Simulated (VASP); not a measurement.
# SnO2 (I4_1/amd) in VASP: notebook

The runs below take SnO2 through single point, relaxation of shape and atoms at fixed volume, with PBEsol.

Program: VASP 6.6.1. These are calculated values, not measurements. Logs are shortened: lines on timing, memory, paths and dates and some standing lists are left out, and cuts for length are marked.

### 1 The cell of the first run

It takes space group I4_1/amd (No. 141, tetragonal). The conventional cell has a = 4.000 Å, b = 4.000 Å, c = 10.247 Å, α = 90.00°, β = 90.00°, γ = 90.00°. Within 2.7 Å of Sn (site symmetry -4m2) lie 6 O at 2.06 to 2.08 Å. O (site symmetry 2mm) has 3 Sn at 2.06 to 2.08 Å and 2 O at 2.56 Å within 2.7 Å.

### 2 Single point, PBEsol

INCAR

```
PREC = Accurate
ENCUT = 600
EDIFF = 1E-6
ISMEAR = 0
SIGMA = 0.02
LREAL = F
LASPH = T
NELM = 120
ALGO = Normal
ISIF = 2
LWAVE = F
LCHARG = F
GGA = PS
NBANDS = 35
GGA_COMPAT = F
```

KPOINTS

```
regular mesh
0
Gamma
  10 10 10
```

POSCAR

```
SnO2
1.0
   -2.0000686112      2.0000686112      5.1236788559
    2.0000686112     -2.0000686112      5.1236788559
    2.0000686112      2.0000686112     -5.1236788559
Sn O
2 4
Direct
    0.7500000000      0.2500000000      0.5000000000
    0.0000000000      0.0000000000      0.0000000000
    0.7970556196      0.7970556196      0.0000000000
    0.9529443804      0.4529443804      0.5000000000
    0.2029443804      0.2029443804      0.0000000000
    0.5470556196      0.0470556196      0.5000000000
```

Potentials or basis: VASP PAW PBE potentials, release 64 (Sn_d, O).

Command:

```console
cat potpaw_PBE.64/Sn_d/POTCAR potpaw_PBE.64/O/POTCAR > POTCAR
mpirun -np 1 vasp_std > vasp.out
```

OUTCAR:

```text
PREC = Accurate
   ENCUT = 600
   EDIFF = 1E-6
   ISMEAR = 0
   LREAL = F
   LASPH = T
   NELM = 120
   ISIF = 2
   GGA = PS

 ion  position               nearest neighbor table
   1  0.750  0.250  0.500-   3 2.06   5 2.06   3 2.06   5 2.06   4 2.08   6 2.08   2 3.25   2 3.25
                             2 3.25   2 3.25
   2  0.000  0.000  0.000-   6 2.06   4 2.06   6 2.06   4 2.06   3 2.08   5 2.08   1 3.25   1 3.25
                             1 3.25   1 3.25
   3  0.797  0.797  0.000-   1 2.06   1 2.06   2 2.08
   4  0.953  0.453  0.500-   2 2.06   2 2.06   1 2.08
   5  0.203  0.203  0.000-   1 2.06   1 2.06   2 2.08
   6  0.547  0.047  0.500-   2 2.06   2 2.06   1 2.08

  LATTYP: Found a body centered tetragonal cell.
 ALAT       =     4.0001372224
 C/A-ratio  =     2.5617515455

  Lattice vectors:

 A1 = (  -2.0000686112,   2.0000686112,   5.1236788559)
 A2 = (   2.0000686112,  -2.0000686112,   5.1236788559)
 A3 = (   2.0000686112,   2.0000686112,  -5.1236788559)

Analysis of symmetry for initial positions (statically):
=====================================================================
 Subroutine PRICEL returns:
 Original cell was already a primitive cell.

 Routine SETGRP: Setting up the symmetry group for a
 body centered tetragonal supercell.

 Subroutine GETGRP returns: Found 16 space group operations
 (whereof  8 operations were pure point group operations)
 out of a pool of 16 trial point group operations.

The static configuration has the point symmetry D_2d.
 The point group associated with its full space group is D_4h.

Analysis of symmetry for dynamics (positions and initial velocities):
=====================================================================
 Subroutine PRICEL returns:
 Original cell was already a primitive cell.

 Routine SETGRP: Setting up the symmetry group for a
 body centered tetragonal supercell.

 Subroutine GETGRP returns: Found 16 space group operations
 (whereof  8 operations were pure point group operations)
 out of a pool of 16 trial point group operations.

The dynamic configuration has the point symmetry D_2d.
 The point group associated with its full space group is D_4h.

 Subroutine INISYM returns: Found 16 space group operations
 (whereof  8 operations are pure point group operations),
 and found     1 'primitive' translations

----------------------------------------------------------------------------------------

                                     Primitive cell

  volume of cell :      81.9845

  direct lattice vectors                    reciprocal lattice vectors
    -2.000068611  2.000068611  5.123678856     0.000000000  0.249991424  0.097586132
     2.000068611 -2.000068611  5.123678856     0.249991424  0.000000000  0.097586132
     2.000068611  2.000068611 -5.123678856     0.249991424  0.249991424  0.000000000

  length of vectors
     5.852574982  5.852574982  5.852574982     0.268363122  0.268363122  0.353541262

  position of ions in fractional coordinates (direct lattice)
     0.750000000  0.250000000  0.500000000
     0.000000000  0.000000000  0.000000000
     0.797055620  0.797055620  0.000000000
     0.952944380  0.452944380  0.500000000
     0.202944380  0.202944380  0.000000000
     0.547055620  0.047055620  0.500000000

  ion indices of the primitive-cell ions
   primitive index   ion index
                 1           1
                 2           2
                 3           3
                 4           4
                 5           5
                 6           6

----------------------------------------------------------------------------------------

 KPOINTS: regular mesh

Automatic generation of k-mesh.
 Grid dimensions read from file:
 generate k-points for:   10   10   10

 Generating k-lattice:

  Cartesian coordinates                     Fractional coordinates (reciprocal lattice)
     0.000000000  0.024999142  0.009758613     0.100000000  0.000000000  0.000000000
     0.024999142  0.000000000  0.009758613     0.000000000  0.100000000  0.000000000
     0.024999142  0.024999142  0.000000000     0.000000000  0.000000000  0.100000000

  Length of vectors
     0.026836312  0.026836312  0.035354126

  Shift w.r.t. Gamma in fractional coordinates (k-lattice)
     0.000000000  0.000000000  0.000000000

 Subroutine IBZKPT returns following result:
 ===========================================

 Found    102 irreducible k-points:

 Following reciprocal coordinates:
            Coordinates               Weight
  0.000000  0.000000  0.000000      1.000000
  0.100000  0.000000 -0.000000      8.000000
  0.200000  0.000000 -0.000000      8.000000
  0.300000  0.000000 -0.000000      8.000000
  0.400000  0.000000 -0.000000      8.000000
  0.500000  0.000000 -0.000000      4.000000
[... 16 lines left out ...]
  0.300000  0.300000 -0.000000      8.000000
  0.400000  0.300000  0.000000     16.000000
 [... further k-points ...]
   k-points           NKPTS =    102   k-points in BZ     NKDIM =    102   number of bands    NBANDS=     35
   number of dos      NEDOS =    301   number of ions     NIONS =      6
   total plane-waves  NPLWV = 110592
   dimension x,y,z NGX =    48 NGY =   48 NGZ =   48
   dimension x,y,z NGXF=    96 NGYF=   96 NGZF=   96
   ions per type =               2   4
   NGX,Y,Z   is equivalent  to a cutoff of  13.63, 13.63, 13.63 a.u.
   NGXF,Y,Z  is equivalent  to a cutoff of  27.27, 27.27, 27.27 a.u.
 SYSTEM =  unknown system
   PREC   = accura    normal or accurate (medium, high low for compatibility)
   ISTART =      0    job   : 0-new  1-cont  2-samecut
   ICHARG =      2    charge: 1-file 2-atom 10-const
   ISPIN  =      1    spin polarized calculation?
   LNONCOLLINEAR =      F non collinear calculations
   LSORBIT =      F    spin-orbit coupling
   LASPH  =      T    aspherical Exc in radial PAW
   ENCUT  =  600.0 eV  44.10 Ry    6.64 a.u.  11.69 11.69 11.69*2*pi/ulx,y,z
   NELM   =    120;   NELMIN=  2; NELMDL= -5     # of ELM steps
   EDIFF  = 0.1E-05   stopping-criterion for ELM
   LREAL  =      F    real-space projection
   EDIFFG = 0.1E-04   stopping-criterion for IOM
   NSW    =      0    number of steps for IOM
   IBRION =     -1    ionic relax: 0-MD 1-quasi-New 2-CG
   NFREE  =      0    steps in history (QN), initial steepest desc. (CG)
   ISIF   =      2    stress and relaxation
   ISYM   =      2    0-nonsym 1-usesym 2-fastsym
   POTIM  = 0.5000    time-step for ionic-motion
   TEBEG  =    0.0;   TEEND  =   0.0 temperature during run
   PSTRESS=    0.0 pullay stress
   NELECT =      52.0000    total number of electrons
   NUPDOWN=      -1.0000    fix difference up-down
   EMIN   =  10.00;   EMAX   =-10.00  energy-range for DOS
   EFERMI =   0.00;   METHOD = LEGACY
   ISMEAR =     0;   SIGMA  =   0.02  broadening in eV -4-tet -1-fermi 0-gaus
   EFERMI_NEDOS =   21; number of points for ismear=-14 and -15
   IALGO  =     38    algorithm
   IMIX   =      4    mixing-type and parameters
     AMIX     =   0.40;   BMIX     =  1.00
     AMIX_MAG =   1.60;   BMIX_MAG =  1.00
  volume/ion in A,a.u.               =      13.66        92.21
  Fermi-wavevector in a.u.,A,eV,Ry     =   1.406583  2.658057 26.918799  1.978476
  Thomas-Fermi vector in A             =   2.528929
   LORBIT       =      0    0 simple, 1 ext, 2 COOP (PROOUT), +10 PAW based schemes
   GGA     = PS    functional components
   LHFCALC =     F    Hartree Fock is set to
   AEXX    =    0.0000 exact exchange contribution
   IVDW    =     0    specifies the selected vdW correction
   LEPSILON=     F    determine dielectric tensor
   LRPA    =     F    only Hartree local field effects (RPA)
 non-spin polarized calculation
 Gauss-broadening in eV      SIGMA  =   0.02
  energy-cutoff  :      600.00
  volume of cell :       81.98
 maximum number of plane-waves:      2770
   NGX = 23   NGY = 23   NGZ = 23

 number of electron      52.0000007 magnetization

 Free energy of the ion-electron system (eV)
  ---------------------------------------------------
  ext. energy  EPLUGINS =         0.00000000
  ---------------------------------------------------
  free energy    TOTEN  =       -39.22796983 eV

  energy without entropy =      -39.22796983  energy(sigma->0) =      -39.22796983

 E-fermi :   3.9982     XC(G=0): -10.5493

 val. band max:        3.9118945929   @ k =  -0.4000   0.4000   0.0000
 cond. band min:       5.4942590108   @ k =   0.0000   0.0000   0.0000
 fundamental gap:      1.5823644179
 Fermi energy:         3.9981938188

 k-point     1 :       0.0000    0.0000    0.0000
  band No.  band energies     occupation
      1     -16.3955      2.00000
      2     -16.3780      2.00000
      3     -16.2366      2.00000
      4     -15.6735      2.00000
      5     -15.5639      2.00000
      6     -15.5639      2.00000
[... 27 lines left out ...]
     34      16.1854      0.00000
     35      16.2674      0.00000

 k-point     2 :       0.1000    0.0000   -0.0000
  band No.  band energies     occupation
      1     -16.4197      2.00000
      2     -16.3191      2.00000
      3     -16.2235      2.00000
      4     -15.6779      2.00000
      5     -15.5664      2.00000
      6     -15.5617      2.00000
[... 27 lines left out ...]
     34      15.7215      0.00000
     35      16.0039      0.00000

 k-point     3 :       0.2000    0.0000   -0.0000
  band No.  band energies     occupation
      1     -16.4255      2.00000
      2     -16.2517      2.00000
      3     -16.1575      2.00000
      4     -15.6898      2.00000
      5     -15.5724      2.00000
      6     -15.5559      2.00000
[... 27 lines left out ...]
     34      15.2853      0.00000
     35      15.6066      0.00000
[... 723 lines left out ...]
 k-point    23 :       0.3000    0.3000   -0.0000
  band No.  band energies     occupation
      1     -16.2972      2.00000
      2     -16.1658      2.00000
      3     -15.8574      2.00000
      4     -15.6454      2.00000
      5     -15.5985      2.00000
      6     -15.5078      2.00000
[... 27 lines left out ...]
     34      15.1068      0.00000
     35      16.2227      0.00000

 k-point    24 :       0.4000    0.3000    0.0000
  band No.  band energies     occupation
      1     -16.2443      2.00000
      2     -16.1190      2.00000
      3     -15.8059      2.00000
      4     -15.6558      2.00000
      5     -15.6003      2.00000
      6     -15.4859      2.00000
[... 27 lines left out ...]
     34      15.1410      0.00000
     35      16.4891      0.00000

 [... further k-points ...]

------------------------ aborting loop because EDIFF is reached ----------------------------------------

  FORCE on cell =-STRESS in cart. coord.  units (eV):
  Direction    XX          YY          ZZ          XY          YZ          ZX
  --------------------------------------------------------------------------------------
  -------------------------------------------------------------------------------------
  Total        0.7321091      0.7321091      0.6576948      0.0000000      0.0000000      0.0000000
  in kB       14.3072025     14.3072025     12.8529652      0.0000000      0.0000000      0.0000000
  external PRESSURE =      13.8224567 kB  Pullay stress =       0.0000000 kB

 VOLUME and BASIS-vectors are now :
 -----------------------------------------------------------------------------
  energy-cutoff  :      600.00
  volume of cell :       81.98
      direct lattice vectors                 reciprocal lattice vectors
    -2.000068611  2.000068611  5.123678856     0.000000000  0.249991424  0.097586132
     2.000068611 -2.000068611  5.123678856     0.249991424  0.000000000  0.097586132
     2.000068611  2.000068611 -5.123678856     0.249991424  0.249991424  0.000000000

 POSITION                                       TOTAL-FORCE (eV/Angst)
 -----------------------------------------------------------------------------------
     -0.00000      2.00007      2.56184        -0.000000     -0.000000     -0.000000
      0.00000      0.00000      0.00000        -0.000000     -0.000000     -0.000000
      0.00000      0.00000      8.16771        -0.000000      0.000000     -0.024537
      0.00000      2.00007      4.64148         0.000000     -0.000000      0.024537
      0.00000      0.00000      2.07964        -0.000000      0.000000      0.024537
      0.00000      2.00007      0.48220         0.000000     -0.000000     -0.024537
 -----------------------------------------------------------------------------------
    total drift:                               -0.000000     -0.000000      0.000000

  FREE ENERGIE OF THE ION-ELECTRON SYSTEM (eV)
  ---------------------------------------------------
  free  energy   TOTEN  =       -39.2279698281 eV

  energy  without entropy=      -39.2279698281  energy(sigma->0) =      -39.22796983
```

It took 10 min on 1 thread of Oxide Virtual Turin-like, shared host; peak memory 0.47 GiB.

Results:

* Free energy: -39.2280 eV
* Pressure: 1.4 GPa
* Largest force: 0.025 eV/Å
* Band gap on the k mesh: 1.58 eV (least direct gap 1.96 eV)

Forces on the atoms (eV/Å):
```
Sn   0.000  0.000  0.000
Sn   0.000  0.000  0.000
O    0.000  0.000 -0.025
O    0.000  0.000  0.025
O    0.000  0.000  0.025
O    0.000  0.000 -0.025
```

Caveat: the PAW data sets were made with another functional, which shifts forces and pressure a little; spin-orbit coupling is left out, which moves the levels of the heavy elements. A k mesh can miss the band edges.

### 3 Relaxation of shape and atoms at fixed volume, PBEsol (15.12 Å³/atom)

This run uses another cell than the first one, of 15.12 Å³/atom.

INCAR

```
PREC = Accurate
ENCUT = 600
EDIFF = 1E-6
ISMEAR = 0
SIGMA = 0.02
LREAL = F
LASPH = T
NELM = 60
ALGO = Normal
ISIF = 4
LWAVE = F
LCHARG = F
GGA = PS
IBRION = 2
NSW = 50
EDIFFG = -0.01
```

KPOINTS is that of step 2.

POSCAR

```
SnO2
1.0
   -2.0673902348      2.0673902348      5.3054714734
    2.0673902348     -2.0673902348      5.3054714734
    2.0673902348      2.0673902348     -5.3054714734
Sn O
2 4
Direct
    0.7500000000      0.2500000000      0.5000000000
    0.0000000000      0.0000000000      0.0000000000
    0.7997671773      0.7997671773      0.0000000000
    0.9502328227      0.4502328227      0.5000000000
    0.2002328227      0.2002328227      0.0000000000
    0.5497671773      0.0497671773      0.5000000000
```

Potentials or basis: VASP PAW PBE potentials, release 64 (Sn_d, O).

Command:

```console
cat potpaw_PBE.64/Sn_d/POTCAR potpaw_PBE.64/O/POTCAR > POTCAR
mpirun -np 1 vasp_std > vasp.out
```

Wall time 30 min (1 thread of Oxide Virtual Turin-like, shared host); peak memory 0.48 GiB.

It converged, with:

```
Free energy               : -38.9353 eV
Energy gained by relaxing : 0.9 meV/atom
Ionic steps               : 5
Pressure after relaxing   : -11.3 GPa
Band gap on the k mesh    : 0.76 eV (least direct gap 1.00 eV)
```

The path:
| step | energy change (eV) | largest force (eV/Å) | pressure (GPa) | volume (Å³) |
| --- | --- | --- | --- | --- |
| 1 | 0.0000 | 0.1844 | -11.89 | 90.70 |
| 2 | -0.0050 | 0.0259 | -11.40 | 90.70 |
| 3 | -0.0050 | 0.0178 | -11.36 | 90.70 |
| 4 | -0.0052 | 0.0146 | -11.35 | 90.70 |
| 5 | -0.0054 | 0.0003 | -11.33 | 90.70 |

Final structure:
```
CELL_PARAMETERS angstrom
-2.06843 2.06843 5.30013
2.06843 -2.06843 5.30013
2.06843 2.06843 -5.30013
ATOMIC_POSITIONS crystal
Sn 0.75000 0.25000 0.50000
Sn 0.00000 0.00000 0.00000
O 0.80104 0.80104 0.00000
O 0.94896 0.44896 0.50000
O 0.19896 0.19896 0.00000
O 0.55104 0.05104 0.50000
```

Levels at points of the mesh, in eV from the valence-band top:
```
           k point  band 24  band 25  band 26  band 27  band 28  band 29
(0.00, 0.00, 0.00)    -0.57    -0.24    -0.24     0.76     4.88     8.89
(0.50, 0.00, 0.00)    -0.64    -0.42    -0.37     3.90     5.33     7.30
(0.50, 0.50, 0.00)    -0.76    -0.07    -0.07     6.08     6.08     7.04
(0.50, 0.50, 0.50)    -0.94    -0.16    -0.16     3.52     3.52     7.27
```

Caveat: semilocal functionals underestimate gaps, and a narrow one can read as zero; the PAW data sets were made with another functional, which shifts forces and pressure a little; spin-orbit coupling is left out, which moves the levels of the heavy elements.
